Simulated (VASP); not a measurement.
# Al: relaxation of cell and atoms with PBE

The system is Al.

```xyz
2
Lattice="1.4099 -2.5349 0.0000 1.4099 2.5349 0.0000 0.0000 0.0000 4.6579" Properties=species:S:1:pos:R:3 pbc="T T T"
Al    1.4099   -0.8394    3.4934
Al    1.4099    0.8394    1.1645
```

```
Program                : VASP 6.6.1
Task                   : relaxation of cell and atoms
Functional             : PBE
Potentials or basis    : VASP PAW PBE potentials, release 64 (Al)
Cutoff                 : 600 eV
k mesh                 : 22 × 22 × 12
Occupations            : gaussian, width 0.1 eV
Spin                   : no spin polarisation
Dipole correction      : no
Further INCAR settings : ALGO = Fast; EDIFF = 1e-06; IBRION = 2; EDIFFG = -0.01; NSW = 100; ISIF = 3
```

* Energy gained by relaxing: 2.7 meV/atom
* Ionic steps: 9
* Pressure after relaxing: 0.0 GPa
* Largest force after relaxing: 0.007 eV/Å
* Band gap on the k mesh: zero (bands 3 and 4 overlap by 7.25 eV)

Forces in eV/Å, atoms in the order of the input:
```
Al   0.000 -0.007  0.000
Al   0.000  0.007  0.000
```

The path:
```
step  energy change (eV)  largest force (eV/Å)  pressure (GPa)  volume (Å³)
   1              0.0000                0.0034            0.02        33.29
   2             -0.0027                0.0069           -0.04        33.30
   3             -0.0051                0.0085           -0.09        33.32
   4              0.0023                0.0081            0.12        33.31
   5             -0.0052                0.0087           -0.08        33.32
   6             -0.0052                0.0087           -0.09        33.32
   7             -0.0054                0.0079            0.04        33.26
   8             -0.0054                0.0077            0.08        33.24
   9             -0.0054                0.0065           -0.04        33.29
```

Final structure:
```
CELL_PARAMETERS angstrom
1.42575 -2.46900 0.00000
1.42575 2.46900 0.00000
0.00000 0.00000 4.72859
ATOMIC_POSITIONS crystal
Al 0.66597 0.33403 0.75000
Al 0.33403 0.66597 0.25000
```

Levels at points of the mesh, in eV from the Fermi level:
| k point | band 1 | band 2 | band 3 | band 4 | band 5 | band 6 | band 7 |
| --- | --- | --- | --- | --- | --- | --- | --- |
| (0.00, 0.00, 0.00) | -11.07 | -4.62 | -4.55 | 10.75 | 10.76 | 11.13 | 11.14 |
| (0.50, 0.00, 0.00) | -5.22 | -5.04 | 0.61 | 0.99 | 1.51 | 1.64 | 5.75 |
| (0.50, 0.50, 0.00) | -5.22 | -5.04 | 0.62 | 1.00 | 1.49 | 1.64 | 5.74 |
| (0.00, 0.00, 0.50) | -9.42 | -9.42 | 3.15 | 3.15 | 11.96 | 11.97 | 11.97 |
| (0.50, 0.00, 0.50) | -3.86 | -3.86 | -3.17 | -3.17 | 7.16 | 7.16 | 7.57 |
| (0.50, 0.50, 0.50) | -3.87 | -3.87 | -3.16 | -3.16 | 7.16 | 7.16 | 7.56 |

Wall time 5.5 min on 1 thread of Intel(R) Xeon(R) 6975P-C (Granite Rapids) (shared host), peak memory 0.36 GiB.
